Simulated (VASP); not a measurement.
# NaI in VASP: single point with PBEsol

Aim: the single point of NaI with PBEsol.

Everything below comes from runs of VASP 6.6.1. Logs are shortened: lines on timing, memory, paths and dates and some standing lists are left out, and cuts for length are marked.

**1. The cell of the first run**

The typed cell holds 8 atoms: a = 7.614 Å, b = 7.730 Å, c = 4.470 Å, α = 89.99°, β = 90.00°, γ = 90.00°.

**2. Single point, PBEsol**

Contents of INCAR:

```
SYSTEM = NaI
PREC = Accurate
ENCUT = 520
EDIFF = 1E-6
ISMEAR = -1
SIGMA = 0.05
LREAL = .False.
LASPH = .True.
NELM = 80
ALGO = Normal
ISIF = 2
LWAVE = .False.
LCHARG = .False.
GGA = PS
NBANDS = 38
```

Contents of KPOINTS:

```
Automatic mesh
0
Gamma
  2 2 4
  0 0 0
```

Contents of POSCAR:

```
NaI
1.0
    7.6141316077      0.0001894055      0.0049841605
    0.0000319659      7.7299428287      0.0017532633
   -0.0025850743     -0.0005984498      4.4702961501
Na I
4 4
Direct
    0.0063432690      0.0022639308     -0.2441776227
    0.0063498507      0.5022566226      0.2554201752
    0.5063448365      0.0022615063     -0.2442036785
    0.5063488834      0.5022560410      0.2554127831
    0.2563467452      0.1688042669      0.2557565339
    0.2563527244      0.6688308230      0.7554782506
    0.7563477438      0.3357117463      0.7554489533
    0.7563460361      0.8356969044      0.2557607528
```

Potentials or basis: VASP PAW PBE potentials, release 64 (Na_pv, I).

Started as:

```console
$ cat potpaw_PBE.64/Na_pv/POTCAR potpaw_PBE.64/I/POTCAR > POTCAR
$ mpirun -np 1 vasp_std > vasp.out
```

OUTCAR:

```text
SYSTEM = NaI
   PREC = Accurate
   ENCUT = 520
   EDIFF = 1E-6
   ISMEAR = -1
   LREAL = .False.
   LASPH = .True.
   NELM = 80
   ISIF = 2
   GGA = PS

 ion  position               nearest neighbor table
   1  0.006  0.002  0.756-
   2  0.006  0.502  0.255-
   3  0.506  0.002  0.756-
   4  0.506  0.502  0.255-
   5  0.256  0.169  0.256-
   6  0.256  0.669  0.755-
   7  0.756  0.336  0.755-
   8  0.756  0.836  0.256-

  LATTYP: Found a simple monoclinic cell.
 ALAT       =     8.9291181445
 B/A-ratio  =     0.8527307085
 C/A-ratio  =     1.8022852380
 COS(beta)  =    -0.9706550491

  Lattice vectors:

 A1 = (  -0.0026170402,  -7.7305412785,   4.4685428868)
 A2 = (   7.6141316077,   0.0001894055,   0.0049841605)
 A3 = (   0.0026490061,  15.4604841072,  -4.4667896235)

Analysis of symmetry for initial positions (statically):
=====================================================================
 Subroutine PRICEL returns:
 Original cell was already a primitive cell.

 Routine SETGRP: Setting up the symmetry group for a
 simple monoclinic supercell.

 Subroutine GETGRP returns: Found  1 space group operations
 (whereof  1 operations were pure point group operations)
 out of a pool of  4 trial point group operations.

The static configuration has the point symmetry C_1 .

Analysis of symmetry for dynamics (positions and initial velocities):
=====================================================================
 Subroutine PRICEL returns:
 Original cell was already a primitive cell.

 Routine SETGRP: Setting up the symmetry group for a
 simple monoclinic supercell.

 Subroutine GETGRP returns: Found  1 space group operations
 (whereof  1 operations were pure point group operations)
 out of a pool of  4 trial point group operations.

The dynamic configuration has the point symmetry C_1 .

 Subroutine INISYM returns: Found  1 space group operations
 (whereof  1 operations are pure point group operations),
 and found     1 'primitive' translations

----------------------------------------------------------------------------------------

                                     Primitive cell

  volume of cell :     263.1074

  direct lattice vectors                    reciprocal lattice vectors
     7.614131608  0.000189406  0.004984161     0.131334691 -0.000000560  0.000075948
     0.000031966  7.729942829  0.001753263    -0.000003229  0.129367059  0.000017317
    -0.002585074 -0.000598450  4.470296150    -0.000146430 -0.000050738  0.223698734

  length of vectors
     7.614133241  7.729943028  4.470296938     0.131334713  0.129367060  0.223698788

  position of ions in fractional coordinates (direct lattice)
     0.006343269  0.002263931  0.755822377
     0.006349851  0.502256623  0.255420175
     0.506344836  0.002261506  0.755796322
     0.506348883  0.502256041  0.255412783
     0.256346745  0.168804267  0.255756534
     0.256352724  0.668830823  0.755478251
     0.756347744  0.335711746  0.755448953
     0.756346036  0.835696904  0.255760753

  ion indices of the primitive-cell ions
   primitive index   ion index
                 1           1
                 2           2
                 3           3
                 4           4
                 5           5
                 6           6
                 7           7
                 8           8

----------------------------------------------------------------------------------------

 KPOINTS: Automatic mesh

Automatic generation of k-mesh.
 Grid dimensions read from file:
 generate k-points for:    2    2    4

 Generating k-lattice:

  Cartesian coordinates                     Fractional coordinates (reciprocal lattice)
     0.065667345 -0.000000280  0.000037974     0.500000000 -0.000000000  0.000000000
    -0.000001615  0.064683529  0.000008658     0.000000000  0.500000000  0.000000000
    -0.000036608 -0.000012684  0.055924684    -0.000000000  0.000000000  0.250000000

  Length of vectors
     0.065667356  0.064683530  0.055924697

  Shift w.r.t. Gamma in fractional coordinates (k-lattice)
     0.000000000  0.000000000  0.000000000

 Subroutine IBZKPT returns following result:
 ===========================================

 Found     12 irreducible k-points:

 Following reciprocal coordinates:
            Coordinates               Weight
  0.000000  0.000000  0.000000      1.000000
  0.500000 -0.000000 -0.000000      1.000000
 -0.000000  0.500000  0.000000      1.000000
  0.500000  0.500000  0.000000      1.000000
  0.000000  0.000000  0.250000      2.000000
  0.500000  0.000000  0.250000      2.000000
  0.000000  0.500000  0.250000      2.000000
  0.500000  0.500000  0.250000      2.000000
  0.000000  0.000000  0.500000      1.000000
  0.500000  0.000000  0.500000      1.000000
 -0.000000  0.500000  0.500000      1.000000
  0.500000  0.500000  0.500000      1.000000
   k-points           NKPTS =     12   k-points in BZ     NKDIM =     12   number of bands    NBANDS=     38
   number of dos      NEDOS =    301   number of ions     NIONS =      8
   total plane-waves  NPLWV = 129600
   dimension x,y,z NGX =    60 NGY =   60 NGZ =   36
   dimension x,y,z NGXF=   120 NGYF=  120 NGZF=   72
   ions per type =               4   4
   NGX,Y,Z   is equivalent  to a cutoff of  13.10, 12.90, 13.39 a.u.
   NGXF,Y,Z  is equivalent  to a cutoff of  26.20, 25.81, 26.78 a.u.
 SYSTEM =  NaI
   PREC   = accura    normal or accurate (medium, high low for compatibility)
   ISTART =      0    job   : 0-new  1-cont  2-samecut
   ICHARG =      2    charge: 1-file 2-atom 10-const
   ISPIN  =      1    spin polarized calculation?
   LNONCOLLINEAR =      F non collinear calculations
   LSORBIT =      F    spin-orbit coupling
   LASPH  =      T    aspherical Exc in radial PAW
   ENCUT  =  520.0 eV  38.22 Ry    6.18 a.u.  14.16 14.37  8.31*2*pi/ulx,y,z
   NELM   =     80;   NELMIN=  2; NELMDL= -5     # of ELM steps
   EDIFF  = 0.1E-05   stopping-criterion for ELM
   LREAL  =      F    real-space projection
   EDIFFG = 0.1E-04   stopping-criterion for IOM
   NSW    =      0    number of steps for IOM
   IBRION =     -1    ionic relax: 0-MD 1-quasi-New 2-CG
   NFREE  =      0    steps in history (QN), initial steepest desc. (CG)
   ISIF   =      2    stress and relaxation
   ISYM   =      2    0-nonsym 1-usesym 2-fastsym
   POTIM  = 0.5000    time-step for ionic-motion
   TEBEG  =    0.0;   TEEND  =   0.0 temperature during run
   PSTRESS=    0.0 pullay stress
   NELECT =      56.0000    total number of electrons
   NUPDOWN=      -1.0000    fix difference up-down
   EMIN   =  10.00;   EMAX   =-10.00  energy-range for DOS
   EFERMI =   0.00;   METHOD = LEGACY
   ISMEAR =    -1;   SIGMA  =   0.05  broadening in eV -4-tet -1-fermi 0-gaus
   EFERMI_NEDOS =   21; number of points for ismear=-14 and -15
   IALGO  =     38    algorithm
   IMIX   =      4    mixing-type and parameters
     AMIX     =   0.40;   BMIX     =  1.00
     AMIX_MAG =   1.60;   BMIX_MAG =  1.00
  volume/ion in A,a.u.               =      32.89       221.94
  Fermi-wavevector in a.u.,A,eV,Ry     =   0.977447  1.847107 12.999037  0.955402
  Thomas-Fermi vector in A             =   2.108145
   LORBIT       =      0    0 simple, 1 ext, 2 COOP (PROOUT), +10 PAW based schemes
   GGA     = PS    functional components
   LHFCALC =     F    Hartree Fock is set to
   AEXX    =    0.0000 exact exchange contribution
   IVDW    =     0    specifies the selected vdW correction
   LEPSILON=     F    determine dielectric tensor
   LRPA    =     F    only Hartree local field effects (RPA)
 non-spin polarized calculation
  energy-cutoff  :      520.00
  volume of cell :      263.11
 maximum number of plane-waves:      7112
 NGX is ok and might be reduce to    60
   NGX = 29   NGY = 29   NGZ = 17

 number of electron      56.0000007 magnetization

 Free energy of the ion-electron system (eV)
  ---------------------------------------------------
  ext. energy  EPLUGINS =         0.00000000
  ---------------------------------------------------
  free energy    TOTEN  =       -22.57850642 eV

  energy without entropy =      -22.57850642  energy(sigma->0) =      -22.57850642

 E-fermi :   2.1205     XC(G=0):  -7.9630

 val. band max:        0.9959538139   @ k =   0.0000   0.0000   0.0000
 cond. band min:       4.4880957191   @ k =   0.0000   0.0000   0.0000
 fundamental gap:      3.4921419052
 Fermi energy:         2.1204702013

 k-point     1 :       0.0000    0.0000    0.0000
  band No.  band energies     occupation
      1     -21.3192      2.00000
      2     -21.3172      2.00000
      3     -21.3102      2.00000
      4     -21.3070      2.00000
      5     -21.3055      2.00000
      6     -21.3043      2.00000
[... 30 lines left out ...]
     37       8.8097      0.00000
     38       8.8255      0.00000

 k-point     2 :       0.5000   -0.0000   -0.0000
  band No.  band energies     occupation
      1     -21.3099      2.00000
      2     -21.3099      2.00000
      3     -21.3090      2.00000
      4     -21.3090      2.00000
      5     -21.3081      2.00000
      6     -21.3081      2.00000
[... 30 lines left out ...]
     37       8.7273      0.00000
     38       8.7297      0.00000

 k-point     3 :      -0.0000    0.5000    0.0000
  band No.  band energies     occupation
      1     -21.3182      2.00000
      2     -21.3182      2.00000
      3     -21.3073      2.00000
      4     -21.3073      2.00000
      5     -21.3049      2.00000
      6     -21.3048      2.00000
[... 30 lines left out ...]
     37       8.3516      0.00000
[... 289 lines left out ...]
 k-point    11 :      -0.0000    0.5000    0.5000
  band No.  band energies     occupation
      1     -21.3172      2.00000
      2     -21.3171      2.00000
      3     -21.3102      2.00000
      4     -21.3101      2.00000
      5     -21.3069      2.00000
      6     -21.3069      2.00000
[... 30 lines left out ...]
     37       8.6416      0.00000
     38       8.6418      0.00000

 k-point    12 :       0.5000    0.5000    0.5000
  band No.  band energies     occupation
      1     -21.3088      2.00000
      2     -21.3088      2.00000
      3     -21.3087      2.00000
      4     -21.3087      2.00000
      5     -21.3083      2.00000
      6     -21.3083      2.00000
[... 30 lines left out ...]
     37       9.6548      0.00000
     38       9.6582      0.00000

------------------------ aborting loop because EDIFF is reached ----------------------------------------

  FORCE on cell =-STRESS in cart. coord.  units (eV):
  Direction    XX          YY          ZZ          XY          YZ          ZX
  --------------------------------------------------------------------------------------
  -------------------------------------------------------------------------------------
  Total        0.0543451      0.0461570      0.0830598      0.0000439     -0.0014873     -0.0014464
  in kB        0.3309310      0.2810704      0.5057879      0.0002675     -0.0090566     -0.0088078
  external PRESSURE =       0.3725964 kB  Pullay stress =       0.0000000 kB

 VOLUME and BASIS-vectors are now :
 -----------------------------------------------------------------------------
  energy-cutoff  :      520.00
  volume of cell :      263.11
      direct lattice vectors                 reciprocal lattice vectors
     7.614131608  0.000189406  0.004984161     0.131334691 -0.000000560  0.000075948
     0.000031966  7.729942829  0.001753263    -0.000003229  0.129367059  0.000017317
    -0.002585074 -0.000598450  4.470296150    -0.000146430 -0.000050738  0.223698734

 POSITION                                       TOTAL-FORCE (eV/Angst)
 -----------------------------------------------------------------------------------
      0.04634      0.01705      3.37879        -0.000097     -0.000452     -0.000250
      0.04770      3.88226      1.14272         0.000003     -0.000295      0.000327
      3.85342      0.01712      3.38116         0.000058     -0.000406     -0.000138
      3.85476      3.88235      1.14518        -0.000164     -0.000314      0.000352
      1.95120      1.30474      1.14488         0.000052      0.000480     -0.000382
      1.94997      5.16962      3.37966        -0.000015     -0.000020      0.000006
      5.75699      2.59472      3.38144         0.000071      0.000374      0.000344
      5.75828      6.45988      1.14856         0.000092      0.000633     -0.000259
 -----------------------------------------------------------------------------------
    total drift:                               -0.000085     -0.002683      0.000820

  FREE ENERGIE OF THE ION-ELECTRON SYSTEM (eV)
  ---------------------------------------------------
  free  energy   TOTEN  =       -22.5785064231 eV

  energy  without entropy=      -22.5785064230  energy(sigma->0) =      -22.57850642
```

It took 2.7 min on 1 thread of Oxide Virtual Turin-like, shared host; peak memory 0.33 GiB.

What came out:

- Free energy: -22.5785 eV
- Pressure: 0.0 GPa
- Band gap on the k mesh: 3.49 eV

Caveat: the PAW data sets were made with another functional, which shifts forces and pressure a little; spin-orbit coupling is left out, which moves the levels of the heavy elements.
